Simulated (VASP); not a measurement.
Runs of VASP 6.6.1 on GaP (zincblende type). The structure is that of space group F-43m (No. 216), or close to it. The cells are those of the table. 

| task | cell | k mesh for the DOS | occupations for the DOS | gap on the mesh (eV) | pressure (GPa) |
| --- | --- | --- | --- | --- | --- |
| single point | a = 3.731 Å, angles 60.0°, 2 atoms | - | - | 1.40 | 13.0 |
| single point | a = 3.355 Å, angles 60.0°, 2 atoms | - | - | (b) | 89.0 |
| single point | a = 3.814 Å, angles 60.0°, 2 atoms | - | - | 1.54 | 5.4 |
| single point | a = 3.893 Å, angles 60.0°, 2 atoms | - | - | 1.58 | -0.1 |
| single point | a = 3.614 Å, angles 60.0°, 2 atoms | - | - | 1.17 | (a) |
| single point | a = 3.190 Å, angles 60.0°, 2 atoms | - | - | none | 162.6 |
| single point | a = 3.490 Å, angles 60.0°, 2 atoms | - | - | 0.86 | 51.2 |

Alike in all rows: level PBE; potentials or basis VASP PAW PBE potentials, release 64 (Ga_d, P); no spin polarisation; k mesh 12 × 12 × 12; cutoff (eV) 520; smearing fermi-dirac 0.1 eV.

**Question.** Estimate the missing entries.

**Answer.** (a) 27.8; (b) 0.44.

A k mesh can miss the band edges, and the runs leave out spin-orbit coupling on Ga.

A gap of «none» marks levels without a gap at the run's occupations.
